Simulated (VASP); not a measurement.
# CuO in VASP: notebook

Runs on CuO. Level: PBE. Tasks: single point.

Everything below comes from runs of VASP 6.6.1. Logs are shortened: lines on timing, memory, paths and dates and some standing lists are left out, and cuts for length are marked.

**1. The cell of the first run**

The structure is hexagonal, space group P6_3/mmc (No. 194). Conventional cell: a = 3.221 Å, b = 3.221 Å, c = 4.490 Å, α = 90.00°, β = 90.00°, γ = 120.00°. Cu (site symmetry -3m) has 6 O at 2.17 Å and 2 Cu at 2.24 Å within 2.9 Å. O (site symmetry -6m2) has 6 Cu at 2.17 Å within 2.9 Å.

**2. Single point, PBE**

The input, INCAR:

```
SYSTEM = CuO
ALGO = Normal ; EDIFF = 1E-6
ENCUT = 520 ; GGA = PE
ISIF = 2 ; ISMEAR = -1
LASPH = .TRUE. ; LCHARG = .FALSE.
LREAL = .FALSE. ; LWAVE = .FALSE.
NBANDS = 25 ; NELM = 80
PREC = Accurate ; SIGMA = 0.05
```

The input, KPOINTS:

```
k-points
0
G
  10 10 6
  0 0 0
```

The input, POSCAR:

```
CuO
1.0
    3.2213738600      0.0000000000      0.0000000000
   -1.6106869300      2.7897916011      0.0000000000
    0.0000000000      0.0000000000      4.4898065060
Cu O
2 2
Direct
    0.0000000000      0.0000000000      0.0000000000
    0.0000000000      0.0000000000      0.5000000000
    0.3333333333      0.6666666667      0.2500000000
    0.6666666667      0.3333333333      0.7500000000
```

Potentials or basis: VASP PAW PBE potentials, release 64 (Cu, O).

The run is started by

```bash
$ cat potpaw_PBE.64/Cu/POTCAR potpaw_PBE.64/O/POTCAR > POTCAR
$ mpirun -np 1 vasp_std > vasp.out
```

OUTCAR:

```text
SYSTEM = CuO
   EDIFF = 1E-6
   ENCUT = 520
   GGA = PE
   ISIF = 2
   ISMEAR = -1
   LASPH = .TRUE.
   LREAL = .FALSE.
   NELM = 80
   PREC = Accurate

 ion  position               nearest neighbor table
   1  0.000  0.000  0.000-   3 2.17   4 2.17   4 2.17   3 2.17   4 2.17   3 2.17   2 2.24   2 2.24

   2  0.000  0.000  0.500-   3 2.17   4 2.17   4 2.17   3 2.17   4 2.17   3 2.17   1 2.24   1 2.24

   3  0.333  0.667  0.250-   1 2.17   2 2.17   1 2.17   2 2.17   1 2.17   2 2.17
   4  0.667  0.333  0.750-   1 2.17   2 2.17   1 2.17   2 2.17   1 2.17   2 2.17

  LATTYP: Found a hexagonal cell.
 ALAT       =     3.2213738600
 C/A-ratio  =     1.3937551806

  Lattice vectors:

 A1 = (   3.2213738600,   0.0000000000,   0.0000000000)
 A2 = (  -1.6106869300,   2.7897916011,   0.0000000000)
 A3 = (   0.0000000000,   0.0000000000,   4.4898065060)

Analysis of symmetry for initial positions (statically):
=====================================================================
 Subroutine PRICEL returns:
 Original cell was already a primitive cell.

 Routine SETGRP: Setting up the symmetry group for a
 hexagonal supercell.

 Subroutine GETGRP returns: Found 24 space group operations
 (whereof 12 operations were pure point group operations)
 out of a pool of 24 trial point group operations.

The static configuration has the point symmetry D_3d.
 The point group associated with its full space group is D_6h.

Analysis of symmetry for dynamics (positions and initial velocities):
=====================================================================
 Subroutine PRICEL returns:
 Original cell was already a primitive cell.

 Routine SETGRP: Setting up the symmetry group for a
 hexagonal supercell.

 Subroutine GETGRP returns: Found 24 space group operations
 (whereof 12 operations were pure point group operations)
 out of a pool of 24 trial point group operations.

The dynamic configuration has the point symmetry D_3d.
 The point group associated with its full space group is D_6h.

 Subroutine INISYM returns: Found 24 space group operations
 (whereof 12 operations are pure point group operations),
 and found     1 'primitive' translations

----------------------------------------------------------------------------------------

                                     Primitive cell

  volume of cell :      40.3497

  direct lattice vectors                    reciprocal lattice vectors
     3.221373860  0.000000000  0.000000000     0.310426558  0.179224857  0.000000000
    -1.610686930  2.789791601  0.000000000     0.000000000  0.358449713  0.000000000
     0.000000000  0.000000000  4.489806506     0.000000000  0.000000000  0.222726748

  length of vectors
     3.221373860  3.221373863  4.489806506     0.358449714  0.358449713  0.222726748

  position of ions in fractional coordinates (direct lattice)
     0.000000000  0.000000000  0.000000000
     0.000000000  0.000000000  0.500000000
     0.333333333  0.666666667  0.250000000
     0.666666667  0.333333333  0.750000000

  ion indices of the primitive-cell ions
   primitive index   ion index
                 1           1
                 2           2
                 3           3
                 4           4

----------------------------------------------------------------------------------------

 KPOINTS: k-points

Automatic generation of k-mesh.
 Grid dimensions read from file:
 generate k-points for:   10   10    6

 Generating k-lattice:

  Cartesian coordinates                     Fractional coordinates (reciprocal lattice)
     0.031042656  0.017922486  0.000000000     0.100000000 -0.000000000  0.000000000
     0.000000000  0.035844971  0.000000000     0.000000000  0.100000000  0.000000000
     0.000000000  0.000000000  0.037121125     0.000000000  0.000000000  0.166666667

  Length of vectors
     0.035844971  0.035844971  0.037121125

  Shift w.r.t. Gamma in fractional coordinates (k-lattice)
     0.000000000  0.000000000  0.000000000

 Subroutine IBZKPT returns following result:
 ===========================================

 Found     56 irreducible k-points:

 Following reciprocal coordinates:
            Coordinates               Weight
  0.000000  0.000000  0.000000      1.000000
  0.100000 -0.000000  0.000000      6.000000
  0.200000 -0.000000  0.000000      6.000000
  0.300000 -0.000000  0.000000      6.000000
  0.400000 -0.000000  0.000000      6.000000
  0.500000 -0.000000  0.000000      3.000000
[... 16 lines left out ...]
  0.300000  0.100000  0.166667     24.000000
  0.400000  0.100000  0.166667     24.000000
 [... further k-points ...]
   k-points           NKPTS =     56   k-points in BZ     NKDIM =     56   number of bands    NBANDS=     25
   number of dos      NEDOS =    301   number of ions     NIONS =      4
   total plane-waves  NPLWV =  20736
   dimension x,y,z NGX =    24 NGY =   24 NGZ =   36
   dimension x,y,z NGXF=    48 NGYF=   48 NGZF=   72
   ions per type =               2   2
   NGX,Y,Z   is equivalent  to a cutoff of  12.39, 12.39, 13.33 a.u.
   NGXF,Y,Z  is equivalent  to a cutoff of  24.77, 24.77, 26.66 a.u.
 SYSTEM =  CuO
   PREC   = accura    normal or accurate (medium, high low for compatibility)
   ISTART =      0    job   : 0-new  1-cont  2-samecut
   ICHARG =      2    charge: 1-file 2-atom 10-const
   ISPIN  =      1    spin polarized calculation?
   LNONCOLLINEAR =      F non collinear calculations
   LSORBIT =      F    spin-orbit coupling
   LASPH  =      T    aspherical Exc in radial PAW
   ENCUT  =  520.0 eV  38.22 Ry    6.18 a.u.   5.99  5.99  8.35*2*pi/ulx,y,z
   NELM   =     80;   NELMIN=  2; NELMDL= -5     # of ELM steps
   EDIFF  = 0.1E-05   stopping-criterion for ELM
   LREAL  =      F    real-space projection
   EDIFFG = 0.1E-04   stopping-criterion for IOM
   NSW    =      0    number of steps for IOM
   IBRION =     -1    ionic relax: 0-MD 1-quasi-New 2-CG
   NFREE  =      0    steps in history (QN), initial steepest desc. (CG)
   ISIF   =      2    stress and relaxation
   ISYM   =      2    0-nonsym 1-usesym 2-fastsym
   POTIM  = 0.5000    time-step for ionic-motion
   TEBEG  =    0.0;   TEEND  =   0.0 temperature during run
   PSTRESS=    0.0 pullay stress
   NELECT =      34.0000    total number of electrons
   NUPDOWN=      -1.0000    fix difference up-down
   EMIN   =  10.00;   EMAX   =-10.00  energy-range for DOS
   EFERMI =   0.00;   METHOD = LEGACY
   ISMEAR =    -1;   SIGMA  =   0.05  broadening in eV -4-tet -1-fermi 0-gaus
   EFERMI_NEDOS =   21; number of points for ismear=-14 and -15
   IALGO  =     38    algorithm
   IMIX   =      4    mixing-type and parameters
     AMIX     =   0.40;   BMIX     =  1.00
     AMIX_MAG =   1.60;   BMIX_MAG =  1.00
  volume/ion in A,a.u.               =      10.09        68.07
  Fermi-wavevector in a.u.,A,eV,Ry     =   1.546278  2.922042 32.531207  2.390976
  Thomas-Fermi vector in A             =   2.651537
   LORBIT       =      0    0 simple, 1 ext, 2 COOP (PROOUT), +10 PAW based schemes
   GGA     = PE    functional components
   LHFCALC =     F    Hartree Fock is set to
   AEXX    =    0.0000 exact exchange contribution
   IVDW    =     0    specifies the selected vdW correction
   LEPSILON=     F    determine dielectric tensor
   LRPA    =     F    only Hartree local field effects (RPA)
 non-spin polarized calculation
  energy-cutoff  :      520.00
  volume of cell :       40.35
 maximum number of plane-waves:      1104
 NGX is ok and might be reduce to    24
   NGX = 11   NGY = 11   NGZ = 17

 number of electron      34.0000057 magnetization

 Free energy of the ion-electron system (eV)
  ---------------------------------------------------
  ext. energy  EPLUGINS =         0.00000000
  ---------------------------------------------------
  free energy    TOTEN  =       -18.16526882 eV

  energy without entropy =      -18.13619304  energy(sigma->0) =      -18.15073093

 E-fermi :   5.1997     XC(G=0): -11.9878

 val. band max:        5.1866914286   @ k =   0.2000   0.2000   0.5000
 cond. band min:       5.2149670947   @ k =   0.3000  -0.0000   0.0000
 fundamental gap:      0.0282756660
 Fermi energy:         5.1997446715

 k-point     1 :       0.0000    0.0000    0.0000
  band No.  band energies     occupation
      1     -13.6903      2.00000
      2     -12.2566      2.00000
      3      -1.0008      2.00000
      4       0.1395      2.00000
      5       0.1395      2.00000
      6       1.1411      2.00000
[... 17 lines left out ...]
     24      22.5720      0.00000
     25      22.9498      0.00000

 k-point     2 :       0.1000   -0.0000    0.0000
  band No.  band energies     occupation
      1     -13.6175      2.00000
      2     -12.2596      2.00000
      3      -0.8660      2.00000
      4       0.1648      2.00000
      5       0.1698      2.00000
      6       0.9955      2.00000
[... 17 lines left out ...]
     24      20.7850      0.00000
     25      22.1936      0.00000

 k-point     3 :       0.2000   -0.0000    0.0000
  band No.  band energies     occupation
      1     -13.4148      2.00000
      2     -12.2732      2.00000
      3      -0.4828      2.00000
      4       0.2114      2.00000
      5       0.2258      2.00000
      6       0.3531      2.00000
[... 17 lines left out ...]
     24      18.9922      0.00000
     25      20.3048      0.00000

 k-point     4 :       0.3000   -0.0000    0.0000
  band No.  band energies     occupation
      1     -13.1311      2.00000
      2     -12.3090      2.00000
      3      -0.6613      2.00000
      4       0.0742      2.00000
      5       0.2803      2.00000
      6       0.4192      2.00000
[... 17 lines left out ...]
     24      18.8411      0.00000
     25      18.9453      0.00000
[... 477 lines left out ...]
 k-point    22 :       0.2000    0.1000    0.1667
  band No.  band energies     occupation
      1     -13.1767      2.00000
      2     -12.3579      2.00000
      3      -0.3994      2.00000
      4      -0.2071      2.00000
      5       0.3208      2.00000
      6       0.7474      2.00000
[... 17 lines left out ...]
     24      18.5342      0.00000
     25      19.6140      0.00000

 k-point    23 :       0.3000    0.1000    0.1667
  band No.  band energies     occupation
      1     -12.9090      2.00000
      2     -12.3826      2.00000
      3      -1.0105      2.00000
      4      -0.1228      2.00000
      5       0.3358      2.00000
      6       0.9899      2.00000
[... 17 lines left out ...]
     24      18.1310      0.00000
     25      18.9711      0.00000

 k-point    24 :       0.4000    0.1000    0.1667
  band No.  band energies     occupation
      1     -12.6857      2.00000
      2     -12.4483      2.00000
      3      -1.4423      2.00000
      4      -0.0581      2.00000
      5       0.4962      2.00000
      6       0.8509      2.00000
[... 17 lines left out ...]
     24      17.6801      0.00000
     25      18.6508      0.00000

 [... further k-points ...]

------------------------ aborting loop because EDIFF is reached ----------------------------------------

  FORCE on cell =-STRESS in cart. coord.  units (eV):
  Direction    XX          YY          ZZ          XY          YZ          ZX
  --------------------------------------------------------------------------------------
  -------------------------------------------------------------------------------------
  Total       -3.6907945     -3.6907945      7.0559664      0.0000000      0.0000000      0.0000000
  in kB     -146.5513845   -146.5513848    280.1731875      0.0000000      0.0000000      0.0000000
  external PRESSURE =      -4.3098606 kB  Pullay stress =       0.0000000 kB

 VOLUME and BASIS-vectors are now :
 -----------------------------------------------------------------------------
  energy-cutoff  :      520.00
  volume of cell :       40.35
      direct lattice vectors                 reciprocal lattice vectors
     3.221373860  0.000000000  0.000000000     0.310426558  0.179224857  0.000000000
    -1.610686930  2.789791601  0.000000000     0.000000000  0.358449713  0.000000000
     0.000000000  0.000000000  4.489806506     0.000000000  0.000000000  0.222726748

 POSITION                                       TOTAL-FORCE (eV/Angst)
 -----------------------------------------------------------------------------------
      0.00000      0.00000      0.00000        -0.000000      0.000000      0.000000
      0.00000      0.00000      2.24490        -0.000000      0.000000      0.000000
     -0.00000      1.85986      1.12245         0.000000     -0.000000      0.000000
      1.61069      0.92993      3.36735        -0.000000      0.000000      0.000000
 -----------------------------------------------------------------------------------
    total drift:                               -0.000000      0.000000      0.000000

  FREE ENERGIE OF THE ION-ELECTRON SYSTEM (eV)
  ---------------------------------------------------
  free  energy   TOTEN  =       -18.1652688222 eV

  energy  without entropy=      -18.1361930444  energy(sigma->0) =      -18.15073093
```

It took 19 s on 1 thread of Intel Xeon 6975P-C (Granite Rapids), shared host; peak memory 0.18 GiB.

What came out:

```yaml
Free_energy: -18.1653 eV
Pressure: -0.4 GPa
Band_gap_on_the_k_mesh: zero (band 17 reaches 5.76 eV, above the bottom of band 18 at 4.69 eV)
```

Levels at points of the mesh, in eV from the Fermi level:
```
           k point  band 14  band 15  band 16  band 17  band 18  band 19  band 20  band 21
(0.00, 0.00, 0.00)    -1.40    -1.40    -0.15     0.56     0.56     1.26     5.04    11.02
(0.50, 0.00, 0.00)    -1.60    -1.42    -1.19     0.33     0.46     6.51     6.57     9.46
(0.00, 0.00, 0.50)    -2.22    -0.14    -0.14    -0.14    -0.14     4.00     4.00    13.67
(0.50, 0.00, 0.50)    -1.79    -0.53    -0.53    -0.51    -0.51     5.74     5.74     9.99
```

Caveat: semilocal functionals often make such compounds metallic where correlation or magnetic order opens a gap, which also shifts bond lengths. With open d or f shells a metallic result of PBE can be an artefact of self-interaction; +U or a hybrid may open a gap.

**3. Single point, PBE**

This run uses another cell than the first one, of 10.28 Å³/atom, 1.019 times its volume.

The input, INCAR:

```
  ALGO = Normal
  EDIFF = 1E-7
  ENCUT = 520
  GGA = PE
  ISIF = 2
  ISMEAR = -1
  LASPH = True
  LCHARG = False
  LREAL = False
  LWAVE = False
  NBANDS = 25
  NELM = 60
  PREC = Accurate
  SIGMA = 0.05
```

The input, KPOINTS:

```
k-points
0
Gamma
  10 10 6
```

The input, POSCAR:

```
CuO
1.0
    3.2418927181      0.0000000000      0.0000000000
   -1.6209463590      2.8075614535      0.0000000000
    0.0000000000      0.0000000000      4.5184047708
Cu O
2 2
Direct
    0.0000000000      0.0000000000      0.0000000000
    0.0000000000      0.0000000000      0.5000000000
    0.3333333333      0.6666666667      0.2500000000
    0.6666666667      0.3333333333      0.7500000000
```

Potentials or basis: VASP PAW PBE potentials, release 64 (Cu, O).

The run is started by

```bash
$ cat potpaw_PBE.64/Cu/POTCAR potpaw_PBE.64/O/POTCAR > POTCAR
$ mpirun -np 1 vasp_std > vasp.out
```

Run time: 21 s. Hardware: 1 thread of Intel Xeon 6975P-C (Granite Rapids), shared host; peak memory 0.18 GiB.

It converged, with:

```yaml
Free_energy: -18.1567 eV
Pressure: -3.5 GPa
Band_gap_on_the_k_mesh: zero (band 17 reaches 5.50 eV, above the bottom of band 18 at 4.45 eV)
```

Stress tensor (GPa, compression positive):
```
-17.02   0.00   0.00
  0.00 -17.02   0.00
  0.00   0.00  23.63
```

Levels at points of the mesh, in eV from the Fermi level:
| k point | band 14 | band 15 | band 16 | band 17 | band 18 | band 19 | band 20 | band 21 |
| --- | --- | --- | --- | --- | --- | --- | --- | --- |
| (0.00, 0.00, 0.00) | -1.38 | -1.38 | -0.16 | 0.55 | 0.55 | 1.18 | 5.02 | 10.84 |
| (0.50, 0.00, 0.00) | -1.57 | -1.40 | -1.17 | 0.32 | 0.45 | 6.38 | 6.52 | 9.32 |
| (0.00, 0.00, 0.50) | -2.18 | -0.13 | -0.13 | -0.13 | -0.13 | 3.91 | 3.91 | 13.56 |
| (0.50, 0.00, 0.50) | -1.75 | -0.53 | -0.53 | -0.50 | -0.50 | 5.66 | 5.66 | 9.88 |

Caveat: semilocal functionals often make such compounds metallic where correlation or magnetic order opens a gap, which also shifts bond lengths. With open d or f shells a metallic result of PBE can be an artefact of self-interaction; +U or a hybrid may open a gap.

[end of part 1 of 3]
